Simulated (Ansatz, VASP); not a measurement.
# Ge: VASP beside Ansatz

```
Ge
1.0
     4.02269    0.00000    0.00000
    -2.01134    3.48375    0.00000
     0.00000    0.00000   18.86852
Ge
4
Cartesian
  0.0000 2.3225 5.1843
  2.0113 1.1613 4.5000
  0.6704 5.0321 9.7185
  2.6818 3.8708 9.0343
```

Alike in both runs: task single point; functional PBE; dispersion D3(BJ); k mesh 9 × 9 × 1; occupations gaussian, width 0.1 eV; no spin polarisation.

```csv
,VASP,Ansatz
version,VASP 6.6.1,Ansatz 0.2.0
potentials or method,"VASP PAW PBE potentials, release 64 (Ge_d), cutoff 520 eV","scalar-relativistic, plane waves, PAW"
valence electrons in the cell,56,56
```

```csv
,VASP,Ansatz,Ansatz less VASP
gap on the k mesh at the Fermi level (eV),0.45,0.45,0.000
least direct gap on the mesh (eV),0.45,0.45,0.000
rms of the force components (eV/Å),0.056,0.057,+0.0006
```

Atom by atom the forces differ by 0.001 eV/Å (rms over components).
